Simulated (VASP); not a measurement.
Set up this calculation in VASP 6.6.1, as the native input.

- Task: single point
- Functional: PBEsol
- Potentials or basis: VASP PAW PBE potentials, release 64 (Cd, S)
- Cutoff: 520 eV
- k mesh: 7 × 7 × 4
- Occupations: fermi-dirac, width 0.01 eV
- Spin: no spin polarisation
- Dipole correction: no
- Further INCAR settings: ALGO = Normal; EDIFF = 1e-07; NBANDS = 26

The structure of CdS lies in POSCAR:

```
CdS
1.0
    4.1347992034      0.0000000000      0.0000000000
   -2.0673996017      3.5808411497      0.0000000000
    0.0000000000      0.0000000000      6.6815100000
Cd S
2 2
Direct
    0.3333333333      0.6666666667      0.0000000000
    0.6666666667      0.3333333333      0.5000000000
    0.3333333333      0.6666666667      0.3850000000
    0.6666666667      0.3333333333      0.8850000000
```

This cell differs from its parent crystal: zz strain of -1 %.

One way to write it, as run:

INCAR

```
SYSTEM = CdS
PREC = Accurate ; ENCUT = 520
EDIFF = 1E-7 ; ISMEAR = -1
SIGMA = 0.01 ; LREAL = .FALSE.
LASPH = .TRUE. ; NELM = 60
ALGO = Normal ; ISIF = 2
LWAVE = .FALSE. ; LCHARG = .FALSE.
GGA = PS ; NBANDS = 26
```

KPOINTS

```
regular mesh
0
G
  7 7 4
  0 0 0
```

Potentials or basis: VASP PAW PBE potentials, release 64 (Cd, S).

Run with:

```sh
$ cat potpaw_PBE.64/Cd/POTCAR potpaw_PBE.64/S/POTCAR > POTCAR
$ mpirun -np 1 vasp_std > vasp.out
```

Results of the run:

```
Pressure               : 0.4 GPa
Largest force          : 0.202 eV/Å
Band gap on the k mesh : 1.12 eV
```

Caveat: the cell differs from its parent crystal (zz strain of -1 %); the PAW data sets were made with another functional, which shifts forces and pressure a little.

Run time: 97 s on 1 thread of Intel Xeon 8259CL, on a shared host, peak memory 0.24 GiB.
